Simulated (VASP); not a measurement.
Here is a VASP 6.6.1 calculation.

INCAR

```
ALGO     = Normal         # electronic algorithm
EDIFF    = 1E-7           # SCF threshold, eV
ENCUT    = 520            # plane-wave cutoff, eV
GGA      = PE             # functional
ISIF     = 2              # what is computed and relaxed
ISMEAR   = -1             # smearing method
LASPH    = T              # aspherical terms in the spheres
LCHARG   = T              # write CHGCAR
LELF     = T              # ELF
LREAL    = F              # projectors in reciprocal space
LVHAR    = T            
LWAVE    = F              # write WAVECAR
NBANDS   = 11             # bands
NELM     = 80             # most SCF steps
PREC     = Accurate       # precision mode
SIGMA    = 0.05           # smearing width, eV
```

The input KPOINTS:

```
k-points
0
Gamma
  18 18 18
```

The input POSCAR:

```
Pt
1.0
    0.0000000000      1.8504618139      1.8504618139
    1.8504618139      0.0000000000      1.8504618139
    1.8504618139      1.8504618139      0.0000000000
Pt
1
Direct
    0.0000000000      0.0000000000      0.0000000000
```

Potentials or basis: VASP PAW PBE potentials, release 64 (Pt).

Launch:

```console
$ cat potpaw_PBE.64/Pt/POTCAR > POTCAR
$ mpirun -np 1 vasp_std > vasp.out
```

Estimate the band gap on the k mesh.

zero (bands 5 and 6 overlap by 3.04 eV).

What does it give for the pressure?

91.4 GPa.

Caveat: the cell stands under pressure; spin-orbit coupling is left out, which moves the levels of the heavy elements.
